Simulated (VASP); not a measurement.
Write the native input for VASP 6.6.1 that does the following.

- Task: electric field gradients
- Functional: LDA
- Potentials or basis: VASP PAW LDA potentials, release 64 (Bi_d, Pt_sv_GW)
- Cutoff: 430 eV
- k mesh: 9 × 9 × 6
- Occupations: fermi-dirac, width 0.05 eV
- Spin: no spin polarisation
- Dipole correction: no
- Further INCAR settings: ALGO = Normal; EDIFF = 1e-08; NBANDS = 41

The structure of BiPt lies in POSCAR:

```
BiPt
1.0
    4.2718501640      0.0000000000      0.0000000000
   -2.1359250821      3.6995307632      0.0000000000
    0.0000000000      0.0000000000      5.4900000000
Bi Pt
2 2
Direct
    0.3333333333      0.6666666667      0.2500000000
    0.6666666667      0.3333333333      0.7500000000
    0.0000000000      0.0000000000      0.0000000000
    0.0000000000      0.0000000000      0.5000000000
```

This cell differs from its parent crystal: equal xx and yy strain of -1 %.

These files were run (other wordings do the same):

INCAR

```
ALGO     = Normal         # electronic algorithm
EDIFF    = 1E-8           # SCF threshold, eV
ENCUT    = 430            # plane-wave cutoff, eV
GGA      = CA             # functional
GGA_COMPAT= False        
ISIF     = 2              # what is computed and relaxed
ISMEAR   = -1             # smearing method
LASPH    = True           # aspherical terms in the spheres
LCHARG   = False          # write CHGCAR
LEFG     = True         
LREAL    = False          # projectors in reciprocal space
LWAVE    = False          # write WAVECAR
NBANDS   = 41             # bands
NELM     = 120            # most SCF steps
PREC     = Accurate       # precision mode
SIGMA    = 0.05           # smearing width, eV
```

KPOINTS

```
k-points
0
Gamma
  9 9 6
```

Potentials or basis: VASP PAW LDA potentials, release 64 (Bi_d, Pt_sv_GW).

Run with:

```bash
$ cat potpaw_LDA.64/Bi_d/POTCAR potpaw_LDA.64/Pt_sv_GW/POTCAR > POTCAR
$ mpirun -np 1 vasp_std > vasp.out
```

Results of the run:

```
Pressure                                : 1.4 GPa
Band gap on the k mesh                  : zero (bands 33 and 34 overlap by 4.12 eV)
Largest electric field gradient by atom : Bi +15.6; Pt -166.1 V/Å²
```

Caveat: the cell differs from its parent crystal (equal xx and yy strain of -1 %); without QUAD_EFG the Cq values of the log hold for a quadrupole moment of 1 mb, not for the nuclei; spin-orbit coupling is left out, which moves the levels of the heavy elements.

Wall time 110 s on 1 thread of Intel(R) Xeon(R) Platinum 8488C (Sapphire Rapids) (shared host), peak memory 0.24 GiB.
